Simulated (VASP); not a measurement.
Write the native input for VASP 6.6.1 that does the following.

```yaml
Task: relaxation of shape and atoms at fixed volume
Functional: PBE
Potentials_or_basis: VASP PAW PBE potentials, release 64 (Fe, O)
Cutoff: 600 eV
k_mesh: 4 × 4 × 4
Occupations: gaussian, width 0.05 eV
Spin: collinear spin, ferromagnetic start
Starting_moments: "[4.35, 4.35, 4.35, 4.35, 0.44, 0.44, 0.44, 0.44, 0.44, 0.44] μB"
Hubbard_terms: Fe d U = 4.0 eV
Dipole_correction: no
Further_INCAR_settings: ALGO = Normal; EDIFF = 1e-07; IBRION = 2; EDIFFG = -0.01; NSW = 60; ISIF = 4
```

The structure of Fe2O3 lies in POSCAR:

```
Fe2O3
1.0
    2.5876728515      1.4939936174      4.6538256033
   -2.5876728515      1.4939936174      4.6538256033
    0.0000000000     -2.9879872348      4.6538256033
Fe O
4 6
Direct
    0.3549503720      0.3549503720      0.3549503720
    0.1450496280      0.1450496280      0.1450496280
    0.6450496280      0.6450496280      0.6450496280
    0.8549503720      0.8549503720      0.8549503720
    0.5536548590      0.9463451410      0.2500000000
    0.2500000000      0.5536548590      0.9463451410
    0.9463451410      0.2500000000      0.5536548590
    0.4463451410      0.0536548590      0.7500000000
    0.7500000000      0.4463451410      0.0536548590
    0.0536548590      0.7500000000      0.4463451410
```

One way to write it, as run:

INCAR

```
SYSTEM = Fe2O3
ALGO     = Normal         ! electronic algorithm
EDIFF    = 1E-7           ! SCF threshold, eV
EDIFFG   = -0.01          ! ionic threshold
ENCUT    = 600            ! plane-wave cutoff, eV
GGA      = PE             ! functional
GGA_COMPAT= .FALSE.      
IBRION   = 2              ! ionic algorithm
ISIF     = 4              ! what is computed and relaxed
ISMEAR   = 0              ! smearing method
ISPIN    = 2              ! spin polarisation
LASPH    = .TRUE.         ! aspherical terms in the spheres
LCHARG   = .FALSE.        ! write CHGCAR
LDAU     = .TRUE.         ! DFT+U
LDAUJ    = 0 0          
LDAUL    = 2 -1           ! shell
LDAUPRINT= 1            
LDAUTYPE = 2            
LDAUU    = 4 0            ! U, eV
LMAXMIX  = 4              ! l up to which the mixer works
LORBIT   = 11             ! projections on sites
LREAL    = .FALSE.        ! projectors in reciprocal space
LWAVE    = .FALSE.        ! write WAVECAR
MAGMOM   = 4.35 4.35 4.35 4.35 0.44 0.44 0.44 0.44 0.44 0.44 ! initial moments
NELM     = 200            ! most SCF steps
NELMIN   = 4            
NSW      = 60             ! ionic steps
PREC     = Accurate       ! precision mode
SIGMA    = 0.05           ! smearing width, eV
```

KPOINTS

```
k-points
0
G
  4 4 4
  0 0 0
```

Potentials or basis: VASP PAW PBE potentials, release 64 (Fe, O).

Command:

```bash
$ cat potpaw_PBE.64/Fe/POTCAR potpaw_PBE.64/O/POTCAR > POTCAR
$ mpirun -np 1 vasp_std > vasp.out
```

Results of the run:

- Energy gained by relaxing: 0.7 meV/atom
- Ionic steps: 5
- Pressure after relaxing: -4.8 GPa
- Band gap on the k mesh: 1.19 eV (least direct gap 1.37 eV)
- Net moment: 20.00 μB per cell
- Site moments: Fe +4.32; O +0.37 μB
- Valence electrons inside the program's atomic spheres: Fe 6.60; O 5.01

Caveat: the run started ferromagnetic, and an antiferromagnetic order may lie lower in energy.

Wall time 6.7 min on 1 thread of Intel(R) Xeon(R) 6975P-C (Granite Rapids), with other jobs on the host, peak memory 0.46 GiB.
